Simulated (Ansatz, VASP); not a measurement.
**CoSi2: VASP beside Ansatz**

Contents of INCAR:

```
PREC = Accurate
ENCUT = 600
EDIFF = 1E-6
ISMEAR = -1
SIGMA = 0.05
LREAL = F
LASPH = T
NELM = 200
ALGO = Normal
ISIF = 2
LWAVE = F
LCHARG = F
ISPIN = 2
MAGMOM = 4 0 0
LORBIT = 11
NUPDOWN = 4.0
LMAXMIX = 4
GGA = PS
NBANDS = 24
GGA_COMPAT = F
```

The input KPOINTS:

```
regular mesh
0
Gamma
  7 7 7
```

File POSCAR:

```
CoSi2
1.0
    0.0000000000      2.6780000000      2.6780000000
    2.6780000000      0.0000000000      2.6780000000
    2.6780000000      2.6780000000      0.0000000000
Co Si
1 2
Direct
    0.0000000000      0.0000000000      0.0000000000
    0.7500000000      0.7500000000      0.7500000000
    0.2500000000      0.2500000000      0.2500000000
```

input.yaml

```yaml
crystal:
  lattice:
    - [0.0, 2.678, 2.678]
    - [2.678, 0.0, 2.678]
    - [2.678, 2.678, 0.0]
  atoms:
    - { symbol: Co, position: [0.0, 0.0, 0.0], spin: 4.0 }
    - { symbol: Si, position: [0.75, 0.75, 0.75] }
    - { symbol: Si, position: [0.25, 0.25, 0.25] }
hamiltonian:
  xc: pbesol
  pseudopotentials: { kind: paw }
magnetization:
  spin_polarized: true
  initial_magnetization: 4.0
  spin_locking: { lock_magnetization: hard }
kpoints:
  mp_grid: { grid: [7, 7, 7] }
scf:
  occupations: { method: fermi_dirac, width: 0.05 }
  lower_state_search: "off"
output:
  forces: true
  stress: true
  eigenvalues: true
  write_density: true
  write_potential: true
  elf: true
  volumetric_format: npy
```

Alike in both runs: task single point; functional PBEsol; k mesh 7 × 7 × 7; occupations fermi-dirac, width 0.05 eV; collinear spin; fixed moment 4 μB.

```csv
,VASP,Ansatz
version,VASP 6.6.1,Ansatz 0.2.0
potentials or method,"VASP PAW PBE potentials, release 64 (Co_sv, Si)",Ansatz PAW
plane-wave cutoff (eV),600,420
valence electrons in the cell,25,25
```

|  | VASP | Ansatz | Ansatz less VASP |
| --- | --- | --- | --- |
| net moment per atom (μB) | 1.33 | 1.33 | 0.000 |
| size of the moment on the site where the two differ most (μB) | 2.08 | 2.13 | +0.055 |

VASP's potentials were made for PBE, not for PBEsol. Site moments also hang on the region over which each program counts them.
